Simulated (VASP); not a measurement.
# InAs (Fm-3m) in VASP: further runs, part 2 of 3

VASP 6.6.1.

## 4. Single point, PBEsol

This run uses another cell than the first one, of 18.28 Å³/atom.

Contents of INCAR:

```
SYSTEM = InAs
PREC = Accurate
ENCUT = 500
EDIFF = 1E-6
ISMEAR = 0
SIGMA = 0.1
LREAL = .FALSE.
LASPH = .TRUE.
NELM = 120
ALGO = Normal
ISIF = 2
LWAVE = .FALSE.
LCHARG = .TRUE.
GGA = PS
LELF = .TRUE.
LVHAR = .TRUE.
NBANDS = 16
GGA_COMPAT = .FALSE.
```

Contents of KPOINTS:

```
regular mesh
0
G
  14 14 14
  0 0 0
```

Contents of POSCAR:

```
InAs
1.0
    0.0000000000      2.6342859652      2.6342859652
    2.6342859652      0.0000000000      2.6342859652
    2.6342859652      2.6342859652      0.0000000000
In As
1 1
Direct
    0.5000000000      0.5000000000      0.5000000000
    0.0000000000      0.0000000000      0.0000000000
```

Potentials or basis: VASP PAW PBE potentials, release 64 (In_d, As).

Started as:

```console
$ cat potpaw_PBE.64/In_d/POTCAR potpaw_PBE.64/As/POTCAR > POTCAR
$ mpirun -np 1 vasp_std > vasp.out
```

OUTCAR:

```text
SYSTEM = InAs
   PREC = Accurate
   ENCUT = 500
   EDIFF = 1E-6
   ISMEAR = 0
   LREAL = .FALSE.
   LASPH = .TRUE.
   NELM = 120
   ISIF = 2
   GGA = PS

 ion  position               nearest neighbor table
   1  0.500  0.500  0.500-   2 2.63   2 2.63   2 2.63   2 2.63   2 2.63   2 2.63
   2  0.000  0.000  0.000-   1 2.63   1 2.63   1 2.63   1 2.63   1 2.63   1 2.63

  LATTYP: Found a face centered cubic cell.
 ALAT       =     5.2685719304

  Lattice vectors:

 A1 = (   0.0000000000,   2.6342859652,   2.6342859652)
 A2 = (   2.6342859652,   0.0000000000,   2.6342859652)
 A3 = (   2.6342859652,   2.6342859652,   0.0000000000)

Analysis of symmetry for initial positions (statically):
=====================================================================
 Subroutine PRICEL returns:
 Original cell was already a primitive cell.

 Routine SETGRP: Setting up the symmetry group for a
 face centered cubic supercell.

 Subroutine GETGRP returns: Found 48 space group operations
 (whereof 48 operations were pure point group operations)
 out of a pool of 48 trial point group operations.

The static configuration has the point symmetry O_h .

Analysis of symmetry for dynamics (positions and initial velocities):
=====================================================================
 Subroutine PRICEL returns:
 Original cell was already a primitive cell.

 Routine SETGRP: Setting up the symmetry group for a
 face centered cubic supercell.

 Subroutine GETGRP returns: Found 48 space group operations
 (whereof 48 operations were pure point group operations)
 out of a pool of 48 trial point group operations.

The dynamic configuration has the point symmetry O_h .

 Subroutine INISYM returns: Found 48 space group operations
 (whereof 48 operations are pure point group operations),
 and found     1 'primitive' translations

[... 107 lines left out ...]
   EMIN   =  10.00;   EMAX   =-10.00  energy-range for DOS
   EFERMI =   0.00;   METHOD = LEGACY
   ISMEAR =     0;   SIGMA  =   0.10  broadening in eV -4-tet -1-fermi 0-gaus
   EFERMI_NEDOS =   21; number of points for ismear=-14 and -15
   IALGO  =     38    algorithm
   IMIX   =      4    mixing-type and parameters
     AMIX     =   0.40;   BMIX     =  1.00
     AMIX_MAG =   1.60;   BMIX_MAG =  1.00
  volume/ion in A,a.u.               =      18.28       123.36
  Fermi-wavevector in a.u.,A,eV,Ry     =   1.292685  2.442821 22.735809  1.671035
  Thomas-Fermi vector in A             =   2.424378
   LORBIT       =      0    0 simple, 1 ext, 2 COOP (PROOUT), +10 PAW based schemes
   GGA     = PS    functional components
   LHFCALC =     F    Hartree Fock is set to
   AEXX    =    0.0000 exact exchange contribution
   IVDW    =     0    specifies the selected vdW correction
   LEPSILON=     F    determine dielectric tensor
   LRPA    =     F    only Hartree local field effects (RPA)
 non-spin polarized calculation
 Gauss-broadening in eV      SIGMA  =   0.10
  energy-cutoff  :      500.00
  volume of cell :       36.56
 maximum number of plane-waves:       944
   NGX = 13   NGY = 13   NGZ = 13

 number of electron      17.9999993 magnetization

 Free energy of the ion-electron system (eV)
  ---------------------------------------------------
  ext. energy  EPLUGINS =         0.00000000
  ---------------------------------------------------
  free energy    TOTEN  =        -7.65616449 eV

  energy without entropy =       -7.65118276  energy(sigma->0) =       -7.65367363

 E-fermi :   9.0982     XC(G=0): -11.4996

 val. band max:        9.0783318247   @ k =   0.2857   0.2857   0.0000
 cond. band min:       9.1151278613   @ k =   0.3571   0.1429   0.0714
 fundamental gap:      0.0367960365
 Fermi energy:         9.0982428627

 k-point     1 :       0.0000    0.0000    0.0000
  band No.  band energies     occupation
      1      -5.6085      2.00000
      2      -5.6085      2.00000
      3      -5.5754      2.00000
      4      -5.5754      2.00000
      5      -5.5754      2.00000
      6      -5.1239      2.00000
[... 433 lines left out ...]
      3      -5.6041      2.00000
      4      -5.5186      2.00000
      5      -5.4885      2.00000
      6      -3.9182      2.00000
[... 8 lines left out ...]
     15      19.8218      0.00000
     16      20.2313      0.00000

 [... further k-points ...]
[... 5 lines left out ...]
  --------------------------------------------------------------------------------------
  -------------------------------------------------------------------------------------
  Total        5.8301780      5.8301780      5.8301780      0.0000000      0.0000000      0.0000000
  in kB      255.4898467    255.4898467    255.4898467      0.0000000      0.0000000      0.0000000
  external PRESSURE =     255.4898467 kB  Pullay stress =       0.0000000 kB

 VOLUME and BASIS-vectors are now :
 -----------------------------------------------------------------------------
  energy-cutoff  :      500.00
  volume of cell :       36.56
      direct lattice vectors                 reciprocal lattice vectors
     0.000000000  2.634285965  2.634285965    -0.189804754  0.189804754  0.189804754
     2.634285965  0.000000000  2.634285965     0.189804754 -0.189804754  0.189804754
     2.634285965  2.634285965  0.000000000     0.189804754  0.189804754 -0.189804754

 POSITION                                       TOTAL-FORCE (eV/Angst)
 -----------------------------------------------------------------------------------
      2.63429      2.63429      2.63429        -0.000000     -0.000000     -0.000000
      0.00000      0.00000      0.00000         0.000000      0.000000      0.000000
 -----------------------------------------------------------------------------------
    total drift:                                0.000000      0.000000      0.000000

  FREE ENERGIE OF THE ION-ELECTRON SYSTEM (eV)
  ---------------------------------------------------
  free  energy   TOTEN  =        -7.6561644930 eV

  energy  without entropy=       -7.6511827601  energy(sigma->0) =       -7.65367363
```

OSZICAR:

```text
N       E                     dE             d eps       ncg     rms          rms(c)
DAV:   1     0.999346764933E+02    0.99935E+02   -0.87737E+03  3376   0.140E+03
DAV:   2    -0.266641798937E+01   -0.10260E+03   -0.97990E+02  3624   0.299E+02
DAV:   3    -0.783720069973E+01   -0.51708E+01   -0.51341E+01  4360   0.644E+01
DAV:   4    -0.792930689632E+01   -0.92106E-01   -0.92089E-01  3968   0.881E+00
DAV:   5    -0.793301599609E+01   -0.37091E-02   -0.37091E-02  4712   0.165E+00    0.600E+00
DAV:   6    -0.768779739726E+01    0.24522E+00   -0.35031E-01  4880   0.149E+01    0.324E+00
DAV:   7    -0.765948553991E+01    0.28312E-01   -0.86452E-02  5392   0.430E+00    0.816E-01
DAV:   8    -0.765644020431E+01    0.30453E-02   -0.75916E-03  4544   0.132E+00    0.297E-01
DAV:   9    -0.765617747930E+01    0.26273E-03   -0.47336E-04  4760   0.332E-01    0.139E-01
DAV:  10    -0.765616509677E+01    0.12383E-04   -0.28824E-05  4320   0.477E-02    0.736E-02
DAV:  11    -0.765616449298E+01    0.60379E-06   -0.20458E-06  4224   0.151E-02
   1 F= -.76561645E+01 E0= -.76536736E+01  d E =-.498173E-02
```

stdout:

```text
POSCAR found type information on POSCAR InAs
 POSCAR found :  2 types and       2 ions
 scaLAPACK will be used
 -----------------------------------------------------------------------------
|                                                                             |
|                                                                             |
|     You enforced a specific xc type in the INCAR file but a different       |
|     I HOPE YOU KNOW WHAT YOU ARE DOING!                                     |
|                                                                             |
 -----------------------------------------------------------------------------

 LDA part: xc-table for (Slater+PW92), standard interpolation
 POSCAR, INCAR and KPOINTS ok, starting setup
 FFT: planning ... GRIDC
 FFT: planning ... GRID_SOFT
 FFT: planning ... GRID
 WAVECAR not read
 entering main loop
```

Wall time 30 s (1 thread of AMD EPYC 9R45 (Zen 5), shared host); peak memory 0.17 GiB.

What came out:

```
Free energy            : -7.6562 eV
Pressure               : 25.5 GPa
Band gap on the k mesh : zero (bands 9 and 10 overlap by 3.24 eV)
```

Levels at points of the mesh, in eV from the Fermi level:
| k point | band 5 | band 6 | band 7 | band 8 | band 9 | band 10 | band 11 | band 12 | band 13 | band 14 |
| --- | --- | --- | --- | --- | --- | --- | --- | --- | --- | --- |
| (0.00, 0.00, 0.00) | -14.67 | -14.22 | -0.36 | -0.36 | -0.36 | 1.50 | 7.44 | 7.44 | 7.44 | 8.38 |
| (0.50, 0.00, 0.00) | -14.54 | -11.62 | -8.07 | 0.35 | 0.35 | 2.29 | 3.30 | 3.30 | 6.22 | 12.41 |
| (0.50, 0.50, 0.00) | -14.48 | -9.76 | -6.51 | -3.18 | -3.18 | -2.68 | 3.37 | 11.48 | 11.48 | 12.36 |

Caveat: the cell stands under pressure; the PAW data sets were made with another functional, which shifts forces and pressure a little; spin-orbit coupling is left out, which moves the levels of the heavy elements.

[end of part 2 of 3]

The gap in the log of VASP goes by the Fermi energy; the results here count the filled bands.